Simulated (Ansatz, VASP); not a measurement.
# YSi2: VASP beside Ansatz

```
Y Si
1.0
     3.83000    0.00000    0.00000
    -1.91500    3.31688    0.00000
     0.00000    0.00000    4.09860
Y Si
1 2
Direct
  0.00000 0.00000 0.00000
  0.33333 0.66667 0.50000
  0.66667 0.33333 0.50000
```

Change from the starting cell: zz strain of -1 %.

Alike in both runs: task single point; functional PBEsol; k mesh 12 × 12 × 10; occupations fermi-dirac, width 0.05 eV; no spin polarisation.

```csv
,VASP,Ansatz
version,VASP 6.6.1,Ansatz 0.2.0
potentials or method,"VASP PAW PBE potentials, release 64 (Y_sv, Si), cutoff 520 eV","all-electron LAPW, scalar-relativistic"
```

```tsv
	VASP	Ansatz	Ansatz less VASP
pressure (GPa)	10.4	10.3	-0.10
traceless stress, the component that is largest in VASP (GPa)	-11.02	-10.92	+0.098
```

VASP's potentials were made for PBE, not for PBEsol. Ansatz ran all-electron here, and VASP with PAW potentials.
